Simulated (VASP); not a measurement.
A run of VASP 6.6.1 is set up as follows.

Contents of INCAR:

```
ALGO = Normal
EDIFF = 1E-6
ENCUT = 520
GGA = CA
ISIF = 2
ISMEAR = 0
LASPH = T
LCHARG = F
LREAL = F
LWAVE = F
NBANDS = 26
NELM = 80
PREC = Accurate
SIGMA = 0.03
```

Contents of KPOINTS:

```
k-points
0
Gamma
  12 12 8
```

The input POSCAR:

```
SiGe
1.0
    4.0144932713      0.0000000000      0.0000000000
   -2.0072466356      3.4766531563      0.0000000000
    0.0000000000      0.0000000000      6.1019828729
Si Ge
2 2
Direct
    0.6666666667      0.3333333333      0.8746070000
    0.3333333333      0.6666666667      0.3746070000
    0.6666666667      0.3333333333      0.5003920000
    0.3333333333      0.6666666667      0.0003920000
```

Potentials or basis: VASP PAW LDA potentials, release 64 (Si, Ge_d).

The run is started by

```sh
$ cat potpaw_LDA.64/Si/POTCAR potpaw_LDA.64/Ge_d/POTCAR > POTCAR
$ mpirun -np 1 vasp_std > vasp.out
```

Problem. Predict the band gap on the k mesh.

Solution. Zero (band 18 reaches 5.49 eV, above the bottom of band 19 at 5.24 eV).

Problem. Predict the pressure.

Solution. -1.0 GPa.

Problem. Estimate the largest force.

Solution. 1.007 eV/Å.

Forces in eV/Å, atoms in the order of the input:
```
Si   0.000  0.000  1.007
Si   0.000  0.000  1.007
Ge   0.000  0.000 -1.007
Ge   0.000  0.000 -1.007
```

Caveat: forces of over 1 eV/Å act on the atoms, so gaps and moduli don't describe the material at rest.
